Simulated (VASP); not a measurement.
Input of a VASP 6.6.1 run:

INCAR

```
ALGO = Normal ; EDIFF = 1E-8
ENCUT = 520 ; GGA = PE
ISIF = 2 ; ISMEAR = -1
LASPH = T ; LCHARG = F
LEFG = T ; LREAL = F
LWAVE = F ; NBANDS = 16
NELM = 100 ; PREC = Accurate
SIGMA = 0.08
```

The input KPOINTS:

```
k-points
0
Gamma
  12 12 12
```

The input POSCAR:

```
InP
1.0
    0.0000000000      2.9798790903      2.9798790903
    2.9798790903      0.0000000000      2.9798790903
    2.9798790903      2.9798790903      0.0000000000
In P
1 1
Direct
    0.0000000000      0.0000000000      0.0000000000
    0.2500000000      0.2500000000      0.2500000000
```

Potentials or basis: VASP PAW PBE potentials, release 64 (In_d, P).

Launch:

```bash
$ cat potpaw_PBE.64/In_d/POTCAR potpaw_PBE.64/P/POTCAR > POTCAR
$ mpirun -np 1 vasp_std > vasp.out
```

Question: Estimate the pressure.

Answer: 0.0 GPa.

Question: What does it give for the band gap on the k mesh?

Answer: 0.44 eV, direct.

Caveat: without QUAD_EFG the Cq values of the log hold for a quadrupole moment of 1 mb, not for the nuclei; spin-orbit coupling is left out, which moves the levels of the heavy elements. A hybrid or GW would open this gap; PBE tends to underestimate it.
